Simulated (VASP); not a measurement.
Wanted: the native input for a VASP 6.6.1 run.

```yaml
Task: single point
Functional: PBEsol
Potentials_or_basis: VASP PAW PBE potentials, release 64 (W_sv, Se)
Cutoff: 520 eV
k_mesh: 12 × 12 × 2
Occupations: gaussian, width 0.02 eV
Spin: no spin polarisation
Dipole_correction: no
Further_INCAR_settings: ALGO = Normal; EDIFF = 1e-06; NBANDS = 35
```

The structure of WSe2 lies in POSCAR:

```
WSe2
1.0
    3.2767732610      0.0000000000      0.0000000000
   -1.6383866305      2.8377688864      0.0000000000
    0.0000000000      0.0000000000     13.5705944310
W Se
2 4
Direct
    0.3333333333      0.6666666667      0.2500000000
    0.6666666667      0.3333333333      0.7500000000
    0.3333333333      0.6666666667      0.6267641375
    0.6666666667      0.3333333333      0.1267641375
    0.3333333333      0.6666666667      0.8732358625
    0.6666666667      0.3333333333      0.3732358625
```

This cell differs from its parent crystal: volume scaled by 1.03, then relaxed in part.

One way to write it, as run:

INCAR

```
PREC = Accurate ; ENCUT = 520
EDIFF = 1E-6 ; ISMEAR = 0
SIGMA = 0.02 ; LREAL = F
LASPH = T ; NELM = 60
ALGO = Normal ; ISIF = 2
LWAVE = F ; LCHARG = F
GGA = PS ; NBANDS = 35
```

KPOINTS

```
Automatic mesh
0
Gamma
  12 12 2
```

Potentials or basis: VASP PAW PBE potentials, release 64 (W_sv, Se).

Launch:

```console
$ cat potpaw_PBE.64/W_sv/POTCAR potpaw_PBE.64/Se/POTCAR > POTCAR
$ mpirun -np 1 vasp_std > vasp.out
```

Results of the run:

- Pressure: 0.0 GPa
- Largest force: 0.069 eV/Å
- Band gap on the k mesh: 1.16 eV, indirect (least direct gap 1.59 eV)

Caveat: the PAW data sets were made with another functional, which shifts forces and pressure a little; spin-orbit coupling is left out, which moves the levels of the heavy elements; this functional lacks dispersion, which binds the layers, so the pressure and a relaxed spacing across them are unreliable.

Wall time 2.4 min on 1 thread of Intel(R) Xeon(R) 6975P-C (Granite Rapids), on a shared host, peak memory 0.31 GiB.
